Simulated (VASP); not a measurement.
**MnNiB3: single point with PBE**

MnNiB3:

```
Mn Ni B
1.0
     3.71967    0.00000    0.00000
     0.00000    3.71967    0.00000
     0.00000    0.00000    3.71967
Mn Ni B
1 1 3
Cartesian
  1.8598 1.8598 1.8598
  0.0000 0.0000 0.0000
  0.0000 1.8598 1.8598
  1.8598 1.8598 0.0000
  1.8598 0.0000 1.8598
```

The cell was generated, and may not be a known phase.

```yaml
Program: VASP 6.6.1
Task: single point
Functional: PBE
Potentials_or_basis: VASP PAW PBE potentials, release 64 (Mn_pv, Ni, B)
Cutoff: 520 eV
k_mesh: 6 × 6 × 6
Occupations: gaussian, width 0.1 eV
Spin: collinear spin, ferromagnetic start
Starting_moments: "[4.0, 2.0, 0.0, 0.0, 0.0] μB"
```

| Item | Value |
| --- | --- |
| Pressure | 1.2 GPa |
| Net moment | 1.10 μB per cell |
| Site moments | Mn +0.21; Ni +0.78; B +0.04 μB |
| Valence electrons inside the program's atomic spheres | Mn 12.90; Ni 8.85; B 1.70 |

Levels at points of the mesh, in eV from the Fermi level:
Spin up:
```tsv
k point	band 13	band 14	band 15	band 16	band 17	band 18	band 19	band 20	band 21	band 22
(0.00, 0.00, 0.00)	-1.48	-1.48	-0.40	-0.40	-0.40	3.50	3.50	3.50	3.96	4.61
(0.50, 0.00, 0.00)	-1.78	-1.38	-0.57	0.38	0.38	2.41	2.81	4.02	4.02	5.02
(0.50, 0.50, 0.00)	-1.35	-1.23	-0.76	-0.76	1.04	1.63	2.53	2.53	5.09	5.09
(0.50, 0.50, 0.50)	-1.31	-1.31	-0.80	-0.80	-0.80	1.00	2.35	2.35	2.35	6.95
```
Spin down:
```tsv
k point	band 11	band 12	band 13	band 14	band 15	band 16	band 17	band 18	band 19	band 20
(0.00, 0.00, 0.00)	-1.18	-1.18	-1.07	-1.07	-0.03	-0.03	-0.03	3.53	3.53	3.53
(0.50, 0.00, 0.00)	-2.31	-2.10	-0.93	-0.80	-0.39	0.94	0.94	2.52	2.98	4.11
(0.50, 0.50, 0.00)	-2.80	-0.91	-0.91	-0.25	-0.06	-0.06	1.21	1.80	2.58	2.58
(0.50, 0.50, 0.50)	-3.00	-3.00	-0.85	-0.85	0.13	0.13	0.13	1.10	2.48	2.48
```

Wall time 48 s on 1 thread of Intel(R) Xeon(R) Platinum 8488C (Sapphire Rapids) (shared host), peak memory 0.2 GiB.
